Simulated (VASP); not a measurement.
# MgS (scan) (Fm-3m) in VASP: notebook

Runs on MgS (scan). Level: r2SCAN. Tasks: single point, relaxation of cell and atoms.

All numbers are computed with VASP 6.6.1; they aren't measurements. Logs are shortened: lines on timing, memory, paths and dates and some standing lists are left out, and cuts for length are marked.

## (1) The cell of the first run

The structure is cubic, space group Fm-3m (No. 225). The conventional cell has a = 5.200 Å, b = 5.200 Å, c = 5.200 Å, α = 90.00°, β = 90.00°, γ = 90.00°. Mg (site symmetry m-3m) has 6 S at 2.60 Å within 3.4 Å. S (site symmetry m-3m) has 6 Mg at 2.60 Å within 3.4 Å.

## (2) Single point, r2SCAN

POSCAR reads:

```
MgS
1.0
    0.0000000000      2.6000000000      2.6000000000
    2.6000000000      0.0000000000      2.6000000000
    2.6000000000      2.6000000000      0.0000000000
Mg S
1 1
Direct
    0.0000000000      0.0000000000      0.0000000000
    0.5000000000      0.5000000000      0.5000000000
```

INCAR.step1 reads:

```
SYSTEM = MgS
ALGO     = Normal         ! electronic algorithm
EDIFF    = 1E-4           ! SCF threshold, eV
ENCUT    = 520            ! plane-wave cutoff, eV
GGA      = PE             ! functional
ISMEAR   = 0              ! smearing method
LASPH    = .TRUE.         ! aspherical terms in the spheres
LCHARG   = .FALSE.        ! write CHGCAR
LREAL    = .FALSE.        ! projectors in reciprocal space
LWAVE    = .TRUE.         ! write WAVECAR
NBANDS   = 11             ! bands
NELM     = 100            ! most SCF steps
PREC     = Accurate       ! precision mode
SIGMA    = 0.1            ! smearing width, eV
```

INCAR.step2 reads:

```
SYSTEM = MgS
ALGO     = Normal         ! electronic algorithm
EDIFF    = 1E-6           ! SCF threshold, eV
ENCUT    = 520            ! plane-wave cutoff, eV
ISIF     = 2              ! what is computed and relaxed
ISMEAR   = 0              ! smearing method
ISTART   = 1            
LASPH    = .TRUE.         ! aspherical terms in the spheres
LCHARG   = .FALSE.        ! write CHGCAR
LMIXTAU  = .TRUE.       
LREAL    = .FALSE.        ! projectors in reciprocal space
LWAVE    = .FALSE.        ! write WAVECAR
METAGGA  = R2SCAN         ! meta-GGA
NBANDS   = 11             ! bands
NELM     = 100            ! most SCF steps
PREC     = Accurate       ! precision mode
SIGMA    = 0.1            ! smearing width, eV
```

KPOINTS reads:

```
k-points
0
G
  6 6 6
  0 0 0
```

Potentials or basis: VASP PAW PBE potentials, release 64 (Mg, S).

Launch:

```sh
$ cat potpaw_PBE.64/Mg/POTCAR potpaw_PBE.64/S/POTCAR > POTCAR
$ cp INCAR.step1 INCAR
$ mpirun -np 1 vasp_std > vasp.out
$ cp INCAR.step2 INCAR
$ mpirun -np 1 vasp_std > vasp.out
```

OUTCAR:

```text
SYSTEM = MgS
   EDIFF = 1E-6
   ENCUT = 520
   ISIF = 2
   ISMEAR = 0
   ISTART = 1
   LASPH = .TRUE.
   LREAL = .FALSE.
   METAGGA = R2SCAN
   NELM = 100
   PREC = Accurate

 ion  position               nearest neighbor table
   1  0.000  0.000  0.000-   2 2.60   2 2.60   2 2.60   2 2.60   2 2.60   2 2.60
   2  0.500  0.500  0.500-   1 2.60   1 2.60   1 2.60   1 2.60   1 2.60   1 2.60

  LATTYP: Found a face centered cubic cell.
 ALAT       =     5.2000000000

  Lattice vectors:

 A1 = (   0.0000000000,   2.6000000000,   2.6000000000)
 A2 = (   2.6000000000,   0.0000000000,   2.6000000000)
 A3 = (   2.6000000000,   2.6000000000,   0.0000000000)

Analysis of symmetry for initial positions (statically):
=====================================================================
 Subroutine PRICEL returns:
 Original cell was already a primitive cell.

 Routine SETGRP: Setting up the symmetry group for a
 face centered cubic supercell.

 Subroutine GETGRP returns: Found 48 space group operations
 (whereof 48 operations were pure point group operations)
 out of a pool of 48 trial point group operations.

The static configuration has the point symmetry O_h .

Analysis of symmetry for dynamics (positions and initial velocities):
=====================================================================
 Subroutine PRICEL returns:
 Original cell was already a primitive cell.

 Routine SETGRP: Setting up the symmetry group for a
 face centered cubic supercell.

 Subroutine GETGRP returns: Found 48 space group operations
 (whereof 48 operations were pure point group operations)
 out of a pool of 48 trial point group operations.

The dynamic configuration has the point symmetry O_h .

 Subroutine INISYM returns: Found 48 space group operations
 (whereof 48 operations are pure point group operations),
 and found     1 'primitive' translations

----------------------------------------------------------------------------------------

                                     Primitive cell

  volume of cell :      35.1520

  direct lattice vectors                    reciprocal lattice vectors
     0.000000000  2.600000000  2.600000000    -0.192307692  0.192307692  0.192307692
     2.600000000  0.000000000  2.600000000     0.192307692 -0.192307692  0.192307692
     2.600000000  2.600000000  0.000000000     0.192307692  0.192307692 -0.192307692

  length of vectors
     3.676955262  3.676955262  3.676955262     0.333086694  0.333086694  0.333086694

[... 78 lines left out ...]
   ISYM   =      2    0-nonsym 1-usesym 2-fastsym
   POTIM  = 0.5000    time-step for ionic-motion
   TEBEG  =    0.0;   TEEND  =   0.0 temperature during run
   PSTRESS=    0.0 pullay stress
   NELECT =       8.0000    total number of electrons
   NUPDOWN=      -1.0000    fix difference up-down
   EMIN   =  10.00;   EMAX   =-10.00  energy-range for DOS
   EFERMI =   0.00;   METHOD = LEGACY
   ISMEAR =     0;   SIGMA  =   0.10  broadening in eV -4-tet -1-fermi 0-gaus
   EFERMI_NEDOS =   21; number of points for ismear=-14 and -15
   IALGO  =     38    algorithm
   IMIX   =      4    mixing-type and parameters
     AMIX     =   0.40;   BMIX     =  1.00
     AMIX_MAG =   1.60;   BMIX_MAG =  1.00
  volume/ion in A,a.u.               =      17.58       118.61
  Fermi-wavevector in a.u.,A,eV,Ry     =   0.999512  1.888804 13.592558  0.999025
  Thomas-Fermi vector in A             =   2.131807
   LORBIT       =      0    0 simple, 1 ext, 2 COOP (PROOUT), +10 PAW based schemes
   METAGGA = R2SCAN    functional components
   LHFCALC =     F    Hartree Fock is set to
   AEXX    =    0.0000 exact exchange contribution
   IVDW    =     0    specifies the selected vdW correction
   LEPSILON=     F    determine dielectric tensor
   LRPA    =     F    only Hartree local field effects (RPA)
 non-spin polarized calculation
 Gauss-broadening in eV      SIGMA  =   0.10
  energy-cutoff  :      520.00
  volume of cell :       35.15
 maximum number of plane-waves:       960
   NGX = 13   NGY = 13   NGZ = 13

 number of electron       8.0000000 magnetization

 Free energy of the ion-electron system (eV)
  ---------------------------------------------------
  ext. energy  EPLUGINS =         0.00000000
  ---------------------------------------------------
  free energy    TOTEN  =       -15.50868484 eV

  energy without entropy =      -15.50868484  energy(sigma->0) =      -15.50868484

 E-fermi :   3.9742     XC(G=0): -10.0976

 val. band max:        3.5105899288   @ k =   0.0000   0.0000   0.0000
 cond. band min:       6.9478806832   @ k =   0.5000   0.5000   0.0000
 fundamental gap:      3.4372907544
 Fermi energy:         3.9742205135

 k-point     1 :       0.0000    0.0000    0.0000
  band No.  band energies     occupation
      1      -9.6830      2.00000
      2       3.5106      2.00000
      3       3.5106      2.00000
      4       3.5106      2.00000
      5       8.1415      0.00000
      6      12.0401      0.00000
      7      12.0401      0.00000
      8      12.0401      0.00000
      9      14.4539      0.00000
     10      14.4539      0.00000
     11      17.0588      0.00000
[... 197 lines left out ...]
 k-point    16 :      -0.3333    0.5000    0.1667
  band No.  band energies     occupation
      1      -7.9262      2.00000
      2      -0.3152      2.00000
      3       0.8800      2.00000
      4       1.2937      2.00000
      5       8.5700      0.00000
      6      10.3176      0.00000
      7      13.4437      0.00000
      8      14.1263      0.00000
      9      18.5084      0.00000
     10      19.6858      0.00000
     11      19.9716      0.00000

------------------------ aborting loop because EDIFF is reached ----------------------------------------

  FORCE on cell =-STRESS in cart. coord.  units (eV):
  Direction    XX          YY          ZZ          XY          YZ          ZX
  --------------------------------------------------------------------------------------
  -------------------------------------------------------------------------------------
  Total       -0.0580063     -0.0580063     -0.0580063      0.0000000      0.0000000     -0.0000000
  in kB       -2.6438413     -2.6438413     -2.6438413      0.0000000      0.0000000     -0.0000000
  external PRESSURE =      -2.6438413 kB  Pullay stress =       0.0000000 kB

 VOLUME and BASIS-vectors are now :
 -----------------------------------------------------------------------------
  energy-cutoff  :      520.00
  volume of cell :       35.15
      direct lattice vectors                 reciprocal lattice vectors
     0.000000000  2.600000000  2.600000000    -0.192307692  0.192307692  0.192307692
     2.600000000  0.000000000  2.600000000     0.192307692 -0.192307692  0.192307692
     2.600000000  2.600000000  0.000000000     0.192307692  0.192307692 -0.192307692

 POSITION                                       TOTAL-FORCE (eV/Angst)
 -----------------------------------------------------------------------------------
      0.00000      0.00000      0.00000        -0.000000      0.000000     -0.000000
      2.60000      2.60000      2.60000         0.000000     -0.000000      0.000000
 -----------------------------------------------------------------------------------
    total drift:                                0.000000      0.000000      0.000000

  FREE ENERGIE OF THE ION-ELECTRON SYSTEM (eV)
  ---------------------------------------------------
  free  energy   TOTEN  =       -15.5086848351 eV

  energy  without entropy=      -15.5086848351  energy(sigma->0) =      -15.50868484
```

Wall time 20 s (1 thread of Intel Xeon 6975P-C, shared host); peak memory 0.16 GiB.

What came out:

- Free energy: -15.5087 eV
- Pressure: -0.3 GPa
- Band gap on the k mesh: 3.44 eV, indirect (least direct gap 4.63 eV)

Caveat: the PAW data sets were made with another functional, which shifts forces and pressure a little. A k mesh can miss the band edges.

## (3) Single point, r2SCAN

This run uses another cell than the first one, of 17.63 Å³/atom, 1.003 times its volume.

POSCAR reads:

```
MgS
1.0
    0.0000000000      2.6027965269      2.6027965269
    2.6027965269      0.0000000000      2.6027965269
    2.6027965269      2.6027965269      0.0000000000
Mg S
1 1
Direct
    0.0000000000      0.0000000000      0.0000000000
    0.5000000000      0.5000000000      0.5000000000
```

INCAR.step1 reads:

```
PREC = Accurate
ENCUT = 520
ISMEAR = 0
SIGMA = 0.02
LREAL = F
LASPH = T
NELM = 60
NBANDS = 11
GGA = PE
ALGO = Normal
EDIFF = 1E-4
LWAVE = T
LCHARG = F
```

INCAR.step2 reads:

```
PREC = Accurate
ENCUT = 520
EDIFF = 1E-7
ISMEAR = 0
SIGMA = 0.02
LREAL = F
LASPH = T
NELM = 60
ALGO = Normal
ISIF = 2
LWAVE = F
LCHARG = F
METAGGA = R2SCAN
LMIXTAU = T
NBANDS = 11
ISTART = 1
```

KPOINTS reads:

```
Automatic mesh
0
Gamma
  6 6 6
```

Potentials or basis: VASP PAW PBE potentials, release 64 (Mg, S).

Launch:

```sh
$ cat potpaw_PBE.64/Mg/POTCAR potpaw_PBE.64/S/POTCAR > POTCAR
$ cp INCAR.step1 INCAR
$ mpirun -np 1 vasp_std > vasp.out
$ cp INCAR.step2 INCAR
$ mpirun -np 1 vasp_std > vasp.out
```

Run time: 31 s. Hardware: 1 thread of Intel Xeon 6975P-C, shared host; peak memory 0.16 GiB.

It converged, with:

| Item | Value |
| --- | --- |
| Free energy | -15.5084 eV |
| Pressure | -0.6 GPa |
| Band gap on the k mesh | 3.43 eV, indirect (least direct gap 4.60 eV) |

Levels at points of the mesh, in eV from the valence-band top:
```
           k point  band 1  band 2  band 3  band 4  band 5  band 6  band 7  band 8
(0.00, 0.00, 0.00)  -13.18    0.00    0.00    0.00    4.60    8.53    8.53    8.53
(0.50, 0.00, 0.00)  -11.85   -4.87   -0.62   -0.62    5.21    7.50    7.50   11.22
(0.50, 0.50, 0.00)  -11.46   -4.26   -1.73   -1.73    3.43    4.93   13.13   13.48
```

Caveat: the PAW data sets were made with another functional, which shifts forces and pressure a little.

## (4) Single point, r2SCAN

This run uses another cell than the first one, of 17.63 Å³/atom, 1.003 times its volume.

POSCAR is that of step 3.

INCAR.step1 reads:

```
PREC = Accurate ; ENCUT = 520
ISMEAR = 0 ; SIGMA = 0.01
LREAL = False ; LASPH = True
NELM = 80 ; NBANDS = 11
GGA = PE ; ALGO = Normal
EDIFF = 1E-4 ; LWAVE = True
LCHARG = False
```

INCAR.step2 reads:

```
PREC = Accurate ; ENCUT = 520
EDIFF = 1E-7 ; ISMEAR = 0
SIGMA = 0.01 ; LREAL = False
LASPH = True ; NELM = 80
ALGO = Normal ; ISIF = 2
LWAVE = False ; LCHARG = True
METAGGA = R2SCAN ; LMIXTAU = True
LELF = True ; LVHAR = True
NBANDS = 11 ; ISTART = 1
```

KPOINTS reads:

```
regular mesh
0
Gamma
  6 6 6
```

Launch:

```sh
$ cat potpaw_PBE.64/Mg/POTCAR potpaw_PBE.64/S/POTCAR > POTCAR
$ cp INCAR.step1 INCAR
$ mpirun -np 1 vasp_std > vasp.out
$ cp INCAR.step2 INCAR
$ mpirun -np 1 vasp_std > vasp.out
```

It took 36 s on 1 thread of Intel Xeon 6975P-C, shared host; peak memory 0.16 GiB.

Results (log left out):

```
Free energy            : -15.5084 eV
Pressure               : -0.6 GPa
Band gap on the k mesh : 3.43 eV, indirect (least direct gap 4.60 eV)
```

Levels at points of the mesh, in eV from the valence-band top:
```
           k point  band 1  band 2  band 3  band 4  band 5  band 6  band 7  band 8  band 9
(0.00, 0.00, 0.00)  -13.18    0.00    0.00    0.00    4.60    8.53    8.53    8.53   10.94
(0.50, 0.00, 0.00)  -11.85   -4.87   -0.62   -0.62    5.21    7.50    7.50   11.22   13.22
(0.50, 0.50, 0.00)  -11.46   -4.26   -1.73   -1.73    3.43    4.93   13.13   13.48   14.52
```

Caveat: the PAW data sets were made with another functional, which shifts forces and pressure a little. r2SCAN opens gaps a little over a GGA but as a rule still falls short of measured ones.

## (5) Relaxation of cell and atoms, r2SCAN

POSCAR reads:

```
MgS
1.0
    0.0000000000      2.6000000000      2.6000000000
    2.6000000000      0.0000000000      2.6000000000
    2.6000000000      2.6000000000      0.0000000000
Mg S
1 1
Direct
    0.0000000000      0.0000000000      0.0000000000
    0.5000000000      0.5000000000      0.5000000000
```

INCAR.step1 reads:

```
ALGO = Normal ; EDIFF = 1E-4
ENCUT = 600 ; GGA = PE
ISMEAR = 0 ; LASPH = T
LCHARG = F ; LREAL = F
LWAVE = T ; NELM = 80
PREC = Accurate ; SIGMA = 0.02
```

INCAR.step2 reads:

```
ALGO = Normal ; EDIFF = 1E-7
EDIFFG = -0.002 ; ENCUT = 600
IBRION = 2 ; ISIF = 3
ISMEAR = 0 ; ISTART = 1
LASPH = T ; LCHARG = F
LMIXTAU = T ; LREAL = F
LWAVE = F ; METAGGA = R2SCAN
NELM = 80 ; NSW = 100
PREC = Accurate ; SIGMA = 0.02
```

KPOINTS reads:

```
k-points
0
Gamma
  6 6 6
```

Launch:

```sh
$ cat potpaw_PBE.64/Mg/POTCAR potpaw_PBE.64/S/POTCAR > POTCAR
$ cp INCAR.step1 INCAR
$ mpirun -np 1 vasp_std > vasp.out
$ cp INCAR.step2 INCAR
$ mpirun -np 1 vasp_std > vasp.out
```

It took 81 s on 1 thread of Intel Xeon 6975P-C, shared host; peak memory 0.18 GiB.

The run converged. Its results:

| Quantity | Value |
| --- | --- |
| Free energy | -15.5093 eV |
| Relaxed volume | 17.51 Å³/atom |
| Relaxed cell | a = 3.673 Å, b = 3.673 Å, c = 3.673 Å, α = 60.00°, β = 60.00°, γ = 60.00° |
| Space group after relaxing (to 0.05 Å) | Fm-3m (No. 225) |
| Energy gained by relaxing | 0.1 meV/atom |
| Ionic steps | 3 |
| Pressure after relaxing | 0.0 GPa |
| Band gap on the k mesh | 3.44 eV, indirect (least direct gap 4.66 eV) |

The path:
| step | energy change (eV) | largest force (eV/Å) | pressure (GPa) | volume (Å³) |
| --- | --- | --- | --- | --- |
| 1 | 0.0000 | 0.0000 | -0.28 | 35.15 |
| 2 | -0.0001 | 0.0000 | 0.08 | 35.00 |
| 3 | -0.0001 | 0.0000 | 0.01 | 35.03 |

Final structure:
```yaml
crystal:
  lattice:
    - [0.00000, 2.59690, 2.59690]
    - [2.59690, 0.00000, 2.59690]
    - [2.59690, 2.59690, 0.00000]
  atoms:
    - { symbol: Mg, position: [0.00000, 0.00000, 0.00000] }
    - { symbol: S, position: [0.50000, 0.50000, 0.50000] }
```

Levels at points of the mesh, in eV from the valence-band top:
```tsv
k point	band 1	band 2	band 3	band 4	band 5	band 6	band 7	band 8
(0.00, 0.00, 0.00)	-13.21	0.00	0.00	0.00	4.66	8.53	8.53	8.53
(0.50, 0.00, 0.00)	-11.87	-4.91	-0.63	-0.63	5.22	7.51	7.51	11.30
(0.50, 0.50, 0.00)	-11.48	-4.30	-1.74	-1.74	3.44	4.91	13.20	13.50
```

Caveat: the PAW data sets were made with another functional, which shifts forces and pressure a little. r2SCAN opens gaps a little over a GGA but as a rule still falls short of measured ones.

## (6) Overview

```tsv
task	cell	cutoff (eV)	smearing	gap on the mesh (eV)	pressure (GPa)
single point	a = 3.677 Å, angles 60.0°, 2 atoms	520	gaussian 0.1 eV	3.44	-0.3
single point	a = 3.681 Å, angles 60.0°, 2 atoms	520	gaussian 0.02 eV	3.43	-0.6
single point	a = 3.681 Å, angles 60.0°, 2 atoms	520	gaussian 0.01 eV	3.43	-0.6
relaxation of cell and atoms	relaxed from a = 3.677 Å, angles 60.0°, 2 atoms	600	gaussian 0.02 eV	3.44	0.0
```

Alike in all rows: level r2SCAN; potentials or basis VASP PAW PBE potentials, release 64 (Mg, S); no spin polarisation; k mesh 6 × 6 × 6.

Caveats: the PAW data sets were made with another functional, which shifts forces and pressure a little.

Absolute energies hang on the potentials; compare differences alone.
